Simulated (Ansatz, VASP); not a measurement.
**CO2 in VASP and in Ansatz**

```xyz
12
Lattice="4.3350 0.0000 0.0000 0.0000 4.3350 0.0000 0.0000 0.0000 6.1020" Properties=species:S:1:pos:R:3 pbc="T T T"
C     1.9941    1.9941    0.0000
C     0.1734    4.1616    1.5255
C     2.3409    2.3409    3.0510
C     4.1616    0.1734    4.5765
O     1.1358    0.9450    1.5865
O     1.2225    3.3033    3.1120
O     3.1992    3.3900    4.6375
O     3.1125    1.0317    0.0610
O     3.3033    1.2225    2.9900
O     3.3900    3.1992    1.4645
O     1.0317    3.1125    6.0410
O     0.9450    1.1358    4.5155
```

Alike in both runs: task electric field gradients; functional PBE; k mesh 5 × 5 × 4; occupations fermi-dirac, width 0.02 eV; no spin polarisation.

|  | VASP | Ansatz |
| --- | --- | --- |
| version | VASP 6.6.1 | Ansatz 0.2.0 |
| potentials or method | VASP PAW PBE potentials, release 64 (C, O) | plane-wave PAW, scalar-relativistic |
| plane-wave cutoff (eV) | 520 | 420 |
| valence electrons in the cell | 64 | 64 |

VASP gave:

```
gap on the k mesh at the Fermi level (eV)            : 0.92
rms of the force components (eV/Å)                   : 4.384
size of Vzz on the site where it differs most (V/Å²) : 33.2
```

Question: Which values does Ansatz return?

Answer: gap on the k mesh at the Fermi level (eV): 0.94; rms of the force components (eV/Å): 4.464; size of Vzz on the site where it differs most (V/Å²): 24.5.

Atom by atom the forces differ by 0.081 eV/Å (rms over components).
